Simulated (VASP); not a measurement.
A run of VASP 6.6.1 is set up as follows.

INCAR

```
  ALGO = Normal
  EDIFF = 1E-8
  ENCUT = 520
  GGA = CA
  ISIF = 2
  ISMEAR = -1
  LASPH = T
  LCHARG = F
  LEFG = T
  LREAL = F
  LWAVE = F
  NBANDS = 18
  NELM = 80
  PREC = Accurate
  SIGMA = 0.08
```

Contents of KPOINTS:

```
k-points
0
Gamma
  12 12 12
```

File POSCAR:

```
GaCo
1.0
    2.8472292200      0.0000000000      0.0000000000
    0.0000000000      2.8472292200      0.0000000000
    0.0000000000      0.0000000000      2.8472292200
Ga Co
1 1
Direct
    0.5000000000      0.5000000000      0.5000000000
    0.0000000000      0.0000000000      0.0000000000
```

Potentials or basis: VASP PAW LDA potentials, release 64 (Ga_d, Co).

The run is started by

```bash
$ cat potpaw_LDA.64/Ga_d/POTCAR potpaw_LDA.64/Co/POTCAR > POTCAR
$ mpirun -np 1 vasp_std > vasp.out
```

Task: What does it give for the pressure?

Result: -7.4 GPa.

Task: Predict the band gap on the k mesh.

Result: Zero (band 11 reaches 11.46 eV, above the bottom of band 12 at 9.68 eV).

Caveat: without QUAD_EFG the Cq values of the log hold for a quadrupole moment of 1 mb, not for the nuclei. Spin polarisation is off, so any magnetic state and its effect on volume and gap are missing.
